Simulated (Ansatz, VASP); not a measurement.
One calculation of GaN, two programs

```xyz
8
Lattice="3.2163 0.0000 0.0000 0.0000 4.5485 0.0000 0.0000 0.0000 20.8244" Properties=species:S:1:pos:R:3 pbc="T T T"
Ga    0.0000    3.8155    8.2212
Ga    1.6081    1.7416    9.5341
Ga    0.0000    4.0159   11.2903
Ga    1.6081    1.5413   12.6032
N     1.6081    2.9065    7.9685
N     0.0000    0.6334    9.5998
N     1.6081    2.9076   11.2246
N     0.0000    0.6322   12.8559
```

Alike in both runs: functional PBE; k mesh 8 × 6 × 1; occupations fermi-dirac, width 0.02 eV; no spin polarisation.

Ansatz relaxed the structure, and its values are those at the end. VASP's run is a single point on that final structure, the one shown.

|  | VASP | Ansatz |
| --- | --- | --- |
| version | VASP 6.6.1 | Ansatz 0.2.0 |
| potentials or method | VASP PAW PBE potentials, release 64 (Ga_d, N) | PAW with Ansatz's default frozen-core files, scalar-relativistic |
| plane-wave cutoff (eV) | 520 | 420 |
| valence electrons in the cell | 72 | 72 |

```tsv
	VASP	Ansatz	Ansatz less VASP
gap on the k mesh at the Fermi level (eV)	1.53	1.53	+0.003
rms of the force components (eV/Å)	0.010	0.001	-0.0089
```

The functional is the same, so the differences come from potentials, cutoffs and numerics. Ansatz's warnings: stress scf threshold loose, xc potential rough in thin density.
